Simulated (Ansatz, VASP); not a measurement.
## One calculation of P, two programs

```
CELL_PARAMETERS angstrom
0.00000 2.65665 2.65665
2.65665 0.00000 2.65665
2.65665 2.65665 0.00000
ATOMIC_POSITIONS crystal
P 0.87500 0.87500 0.87500
P 0.12500 0.12500 0.12500
```

Change from the starting cell: shortest bond scaled by 1, PAW files.

Alike in both runs: task electric field gradients; functional PBE; k mesh 10 × 10 × 10; occupations fermi-dirac, width 0.05 eV; no spin polarisation.

```csv
,VASP,Ansatz
version,VASP 6.6.1,Ansatz 0.2.0
potentials or method,"VASP PAW PBE potentials, release 64 (P)","PAW with Ansatz's default frozen-core files, scalar-relativistic"
plane-wave cutoff (eV),520,420
valence electrons in the cell,10,10
```

|  | VASP | Ansatz | Ansatz less VASP |
| --- | --- | --- | --- |
| pressure (GPa) | 4.4 | 4.6 | +0.17 |

The functional is the same, so the differences come from potentials, cutoffs and numerics.
